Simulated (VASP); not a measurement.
Wanted: the native input for a VASP 6.6.1 run.

```yaml
Task: single point
Functional: PBE
Potentials_or_basis: VASP PAW PBE potentials, release 64 (Na_pv, Cl)
Cutoff: 500 eV
k_mesh: 4 × 4 × 4
Occupations: gaussian, width 0.01 eV
Spin: no spin polarisation
Dipole_correction: no
Further_INCAR_settings: ALGO = Normal; EDIFF = 1e-06; NBANDS = 14
```

The structure of NaCl lies in POSCAR:

```
NaCl
1.0
    0.0000000000      2.8100000000      2.8100000000
    2.8100000000      0.0000000000      2.8100000000
    2.8100000000      2.8100000000      0.0000000000
Na Cl
1 1
Direct
   -0.0002697318     -0.0007763045      0.0003171638
    0.5001749245      0.5005034431      0.4997943152
```

The input as run:

INCAR

```
PREC = Accurate
ENCUT = 500
EDIFF = 1E-6
ISMEAR = 0
SIGMA = 0.01
LREAL = F
LASPH = T
NELM = 120
ALGO = Normal
ISIF = 2
LWAVE = F
LCHARG = F
GGA = PE
NBANDS = 14
GGA_COMPAT = F
```

KPOINTS

```
regular mesh
0
Gamma
  4 4 4
```

Potentials or basis: VASP PAW PBE potentials, release 64 (Na_pv, Cl).

Launch:

```sh
$ cat potpaw_PBE.64/Na_pv/POTCAR potpaw_PBE.64/Cl/POTCAR > POTCAR
$ mpirun -np 1 vasp_std > vasp.out
```

It gave:

```
Pressure               : 1.0 GPa
Largest force          : 0.008 eV/Å
Band gap on the k mesh : 5.15 eV, direct
```

Caveat: the k points lie up to 0.48 Å⁻¹ apart.

It took 13 s on 1 thread of Intel(R) Xeon(R) Platinum 8488C (Sapphire Rapids), on a shared host, peak memory 0.16 GiB.
